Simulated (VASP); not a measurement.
# BN (rocksalt type) (Fm-3m) in VASP: notebook

BN (rocksalt type) is run at these levels: PBE; tasks: single point.

Everything below comes from runs of VASP 6.6.1. Logs are shortened: lines on timing, memory, paths and dates and some standing lists are left out, and cuts for length are marked.

## 1. The cell of the first run

It takes space group Fm-3m (No. 225, cubic). Conventional cell: a = 3.108 Å, b = 3.108 Å, c = 3.108 Å, α = 90.00°, β = 90.00°, γ = 90.00°. Within 2.1 Å of B (site symmetry m-3m) lie 6 N at 1.55 Å. Within 2.1 Å of N (site symmetry m-3m) lie 6 B at 1.55 Å.

## 2. Single point, PBE

Input file INCAR:

```
ALGO     = Normal         # electronic algorithm
EDIFF    = 1E-6           # SCF threshold, eV
ENCUT    = 520            # plane-wave cutoff, eV
GGA      = PE             # functional
ISIF     = 2              # what is computed and relaxed
ISMEAR   = -1             # smearing method
LASPH    = T              # aspherical terms in the spheres
LCHARG   = F              # write CHGCAR
LREAL    = F              # projectors in reciprocal space
LWAVE    = F              # write WAVECAR
NBANDS   = 11             # bands
NELM     = 80             # most SCF steps
PREC     = Accurate       # precision mode
SIGMA    = 0.05           # smearing width, eV
```

Input file KPOINTS:

```
k-points
0
Gamma
  17 17 17
```

Input file POSCAR:

```
BN
1.0
    0.0000000000      1.5537598460      1.5537598460
    1.5537598460      0.0000000000      1.5537598460
    1.5537598460      1.5537598460      0.0000000000
B N
1 1
Direct
    0.0000000000      0.0000000000      0.0000000000
    0.5000000000      0.5000000000      0.5000000000
```

Potentials or basis: VASP PAW PBE potentials, release 64 (B, N).

On the command line:

```
> cat potpaw_PBE.64/B/POTCAR potpaw_PBE.64/N/POTCAR > POTCAR
> mpirun -np 1 vasp_std > vasp.out
```

OUTCAR:

```text
EDIFF = 1E-6
   ENCUT = 520
   GGA = PE
   ISIF = 2
   ISMEAR = -1
   LASPH = T
   LREAL = F
   NELM = 80
   PREC = Accurate

 ion  position               nearest neighbor table
   1  0.000  0.000  0.000-   2 1.55   2 1.55   2 1.55   2 1.55   2 1.55   2 1.55
   2  0.500  0.500  0.500-   1 1.55   1 1.55   1 1.55   1 1.55   1 1.55   1 1.55

  LATTYP: Found a face centered cubic cell.
 ALAT       =     3.1075196920

  Lattice vectors:

 A1 = (   0.0000000000,   1.5537598460,   1.5537598460)
 A2 = (   1.5537598460,   0.0000000000,   1.5537598460)
 A3 = (   1.5537598460,   1.5537598460,   0.0000000000)

Analysis of symmetry for initial positions (statically):
=====================================================================
 Subroutine PRICEL returns:
 Original cell was already a primitive cell.

 Routine SETGRP: Setting up the symmetry group for a
 face centered cubic supercell.

 Subroutine GETGRP returns: Found 48 space group operations
 (whereof 48 operations were pure point group operations)
 out of a pool of 48 trial point group operations.

The static configuration has the point symmetry O_h .

Analysis of symmetry for dynamics (positions and initial velocities):
=====================================================================
 Subroutine PRICEL returns:
 Original cell was already a primitive cell.

 Routine SETGRP: Setting up the symmetry group for a
 face centered cubic supercell.

 Subroutine GETGRP returns: Found 48 space group operations
 (whereof 48 operations were pure point group operations)
 out of a pool of 48 trial point group operations.

The dynamic configuration has the point symmetry O_h .

 Subroutine INISYM returns: Found 48 space group operations
 (whereof 48 operations are pure point group operations),
 and found     1 'primitive' translations

----------------------------------------------------------------------------------------

                                     Primitive cell

  volume of cell :       7.5021

  direct lattice vectors                    reciprocal lattice vectors
     0.000000000  1.553759846  1.553759846    -0.321800052  0.321800052  0.321800052
     1.553759846  0.000000000  1.553759846     0.321800052 -0.321800052  0.321800052
     1.553759846  1.553759846  0.000000000     0.321800052  0.321800052 -0.321800052

  length of vectors
     2.197348247  2.197348247  2.197348247     0.557374041  0.557374041  0.557374041

  position of ions in fractional coordinates (direct lattice)
     0.000000000  0.000000000  0.000000000
     0.500000000  0.500000000  0.500000000

  ion indices of the primitive-cell ions
   primitive index   ion index
                 1           1
                 2           2

----------------------------------------------------------------------------------------

 KPOINTS: k-points

Automatic generation of k-mesh.
 Grid dimensions read from file:
 generate k-points for:   17   17   17

 Generating k-lattice:

  Cartesian coordinates                     Fractional coordinates (reciprocal lattice)
    -0.018929415  0.018929415  0.018929415     0.058823529  0.000000000  0.000000000
     0.018929415 -0.018929415  0.018929415     0.000000000  0.058823529  0.000000000
     0.018929415  0.018929415 -0.018929415     0.000000000  0.000000000  0.058823529

  Length of vectors
     0.032786708  0.032786708  0.032786708

  Shift w.r.t. Gamma in fractional coordinates (k-lattice)
     0.000000000  0.000000000  0.000000000

 Subroutine IBZKPT returns following result:
 ===========================================

 Found    165 irreducible k-points:

 Following reciprocal coordinates:
            Coordinates               Weight
  0.000000  0.000000  0.000000      1.000000
  0.058824  0.000000  0.000000      8.000000
  0.117647  0.000000  0.000000      8.000000
  0.176471  0.000000  0.000000      8.000000
  0.235294  0.000000  0.000000      8.000000
  0.294118  0.000000  0.000000      8.000000
[... 16 lines left out ...]
 -0.176471  0.058824  0.000000     24.000000
 -0.117647  0.058824  0.000000     24.000000
 [... further k-points ...]
   k-points           NKPTS =    165   k-points in BZ     NKDIM =    165   number of bands    NBANDS=     11
   number of dos      NEDOS =    301   number of ions     NIONS =      2
   total plane-waves  NPLWV =   4096
   dimension x,y,z NGX =    16 NGY =   16 NGZ =   16
   dimension x,y,z NGXF=    32 NGYF=   32 NGZF=   32
   ions per type =               1   1
   NGX,Y,Z   is equivalent  to a cutoff of  12.11, 12.11, 12.11 a.u.
   NGXF,Y,Z  is equivalent  to a cutoff of  24.21, 24.21, 24.21 a.u.
 SYSTEM =  unknown system
   PREC   = accura    normal or accurate (medium, high low for compatibility)
   ISTART =      0    job   : 0-new  1-cont  2-samecut
   ICHARG =      2    charge: 1-file 2-atom 10-const
   ISPIN  =      1    spin polarized calculation?
   LNONCOLLINEAR =      F non collinear calculations
   LSORBIT =      F    spin-orbit coupling
   LASPH  =      T    aspherical Exc in radial PAW
   ENCUT  =  520.0 eV  38.22 Ry    6.18 a.u.   4.09  4.09  4.09*2*pi/ulx,y,z
   NELM   =     80;   NELMIN=  2; NELMDL= -5     # of ELM steps
   EDIFF  = 0.1E-05   stopping-criterion for ELM
   LREAL  =      F    real-space projection
   EDIFFG = 0.1E-04   stopping-criterion for IOM
   NSW    =      0    number of steps for IOM
   IBRION =     -1    ionic relax: 0-MD 1-quasi-New 2-CG
   NFREE  =      0    steps in history (QN), initial steepest desc. (CG)
   ISIF   =      2    stress and relaxation
   ISYM   =      2    0-nonsym 1-usesym 2-fastsym
   POTIM  = 0.5000    time-step for ionic-motion
   TEBEG  =    0.0;   TEEND  =   0.0 temperature during run
   PSTRESS=    0.0 pullay stress
   NELECT =       8.0000    total number of electrons
   NUPDOWN=      -1.0000    fix difference up-down
   EMIN   =  10.00;   EMAX   =-10.00  energy-range for DOS
   EFERMI =   0.00;   METHOD = LEGACY
   ISMEAR =    -1;   SIGMA  =   0.05  broadening in eV -4-tet -1-fermi 0-gaus
   EFERMI_NEDOS =   21; number of points for ismear=-14 and -15
   IALGO  =     38    algorithm
   IMIX   =      4    mixing-type and parameters
     AMIX     =   0.40;   BMIX     =  1.00
     AMIX_MAG =   1.60;   BMIX_MAG =  1.00
  volume/ion in A,a.u.               =       3.75        25.31
  Fermi-wavevector in a.u.,A,eV,Ry     =   1.672544  3.160650 38.060993  2.797404
  Thomas-Fermi vector in A             =   2.757673
   LORBIT       =      0    0 simple, 1 ext, 2 COOP (PROOUT), +10 PAW based schemes
   GGA     = PE    functional components
   LHFCALC =     F    Hartree Fock is set to
   AEXX    =    0.0000 exact exchange contribution
   IVDW    =     0    specifies the selected vdW correction
   LEPSILON=     F    determine dielectric tensor
   LRPA    =     F    only Hartree local field effects (RPA)
 non-spin polarized calculation
  energy-cutoff  :      520.00
  volume of cell :        7.50
 maximum number of plane-waves:       210
   NGX =  9   NGY =  9   NGZ =  9

 number of electron       7.9999997 magnetization

 Free energy of the ion-electron system (eV)
  ---------------------------------------------------
  ext. energy  EPLUGINS =         0.00000000
  ---------------------------------------------------
  free energy    TOTEN  =       -11.87280348 eV

  energy without entropy =      -11.87280348  energy(sigma->0) =      -11.87280348

 E-fermi :  17.2908     XC(G=0): -15.5923

 val. band max:       16.1411836059   @ k =  -0.1765   0.1765   0.0000
 cond. band min:      20.4747828799   @ k =   0.4706   0.4706   0.0000
 fundamental gap:      4.3335992741
 Fermi energy:        17.2907554651

 k-point     1 :       0.0000    0.0000    0.0000
  band No.  band energies     occupation
      1     -11.8629      2.00000
      2      15.0104      2.00000
      3      15.0104      2.00000
      4      15.0104      2.00000
      5      32.1826      0.00000
      6      32.1826      0.00000
      7      32.1826      0.00000
      8      34.2674      0.00000
      9      36.7751      0.00000
     10      36.7751      0.00000
     11      36.7751      0.00000

 k-point     2 :       0.0588    0.0000    0.0000
  band No.  band energies     occupation
      1     -11.7411      2.00000
      2      14.4891      2.00000
      3      14.9869      2.00000
      4      14.9869      2.00000
      5      31.6037      0.00000
      6      31.6037      0.00000
      7      31.8763      0.00000
      8      34.4737      0.00000
      9      36.3797      0.00000
     10      37.1255      0.00000
     11      37.1255      0.00000

 k-point     3 :       0.1176    0.0000    0.0000
  band No.  band energies     occupation
      1     -11.3767      2.00000
      2      13.0480      2.00000
      3      14.9281      2.00000
      4      14.9281      2.00000
      5      30.1908      0.00000
      6      30.1908      0.00000
      7      31.0647      0.00000
      8      34.9584      0.00000
      9      36.1200      0.00000
     10      38.1072      0.00000
     11      38.1072      0.00000

 k-point     4 :       0.1765    0.0000    0.0000
  band No.  band energies     occupation
      1     -10.7723      2.00000
      2      10.9711      2.00000
      3      14.8630      2.00000
      4      14.8630      2.00000
      5      28.4454      0.00000
      6      28.4454      0.00000
      7      30.0718      0.00000
      8      35.4231      0.00000
      9      36.6366      0.00000
     10      39.6429      0.00000
     11      39.6429      0.00000
[... 239 lines left out ...]
 k-point    22 :      -0.2353    0.0588    0.0000
  band No.  band energies     occupation
      1      -9.4951      2.00000
      2       7.8021      2.00000
      3      13.4468      2.00000
      4      15.6527      2.00000
      5      24.9353      0.00000
      6      26.9290      0.00000
      7      29.4887      0.00000
      8      36.0408      0.00000
      9      37.5992      0.00000
     10      41.2916      0.00000
     11      44.8275      0.00000

 k-point    23 :      -0.1765    0.0588    0.0000
  band No.  band energies     occupation
      1     -10.4104      2.00000
      2      10.2538      2.00000
      3      13.5970      2.00000
      4      15.6036      2.00000
      5      26.5705      0.00000
      6      28.4011      0.00000
      7      30.3913      0.00000
      8      35.5884      0.00000
      9      36.3848      0.00000
     10      39.3456      0.00000
     11      42.4501      0.00000

 k-point    24 :      -0.1176    0.0588    0.0000
  band No.  band energies     occupation
      1     -11.0938      2.00000
      2      12.4441      2.00000
      3      13.8641      2.00000
      4      15.4746      2.00000
      5      28.3976      0.00000
      6      29.7971      0.00000
      7      31.3401      0.00000
      8      35.0999      0.00000
      9      35.7064      0.00000
     10      37.9640      0.00000
     11      40.3922      0.00000

 [... further k-points ...]
[... 5 lines left out ...]
  --------------------------------------------------------------------------------------
  -------------------------------------------------------------------------------------
  Total       12.6938249     12.6938249     12.6938249     -0.0000000      0.0000000     -0.0000000
  in kB     2710.9493805   2710.9493805   2710.9493805     -0.0000000      0.0000000     -0.0000000
  external PRESSURE =    2710.9493805 kB  Pullay stress =       0.0000000 kB

 VOLUME and BASIS-vectors are now :
 -----------------------------------------------------------------------------
  energy-cutoff  :      520.00
  volume of cell :        7.50
      direct lattice vectors                 reciprocal lattice vectors
     0.000000000  1.553759846  1.553759846    -0.321800052  0.321800052  0.321800052
     1.553759846  0.000000000  1.553759846     0.321800052 -0.321800052  0.321800052
     1.553759846  1.553759846  0.000000000     0.321800052  0.321800052 -0.321800052

 POSITION                                       TOTAL-FORCE (eV/Angst)
 -----------------------------------------------------------------------------------
      0.00000      0.00000      0.00000         0.000000     -0.000000      0.000000
      1.55376      1.55376      1.55376        -0.000000      0.000000     -0.000000
 -----------------------------------------------------------------------------------
    total drift:                                0.000000      0.000000      0.000000

  FREE ENERGIE OF THE ION-ELECTRON SYSTEM (eV)
  ---------------------------------------------------
  free  energy   TOTEN  =       -11.8728034773 eV

  energy  without entropy=      -11.8728034773  energy(sigma->0) =      -11.87280348
```

It took 4.4 s on 1 thread of Intel Xeon Platinum 8375C at 2.90GHz (Ice Lake), shared host; peak memory 0.11 GiB.

Results:

| Property | Result |
| --- | --- |
| Free energy | -11.8728 eV |
| Pressure | 271.1 GPa |
| Band gap on the k mesh | 4.33 eV, indirect (least direct gap 7.20 eV) |

Levels at points of the mesh, in eV from the valence-band top:
```tsv
k point	band 2	band 3	band 4	band 5	band 6	band 7
(0.00, 0.00, 0.00)	-1.13	-1.13	-1.13	16.04	16.04	16.04
```

A k mesh can miss the band edges. PBE gaps usually lie below the measured ones, often by a third to a half.

(Part 1 of 2 ends here.)
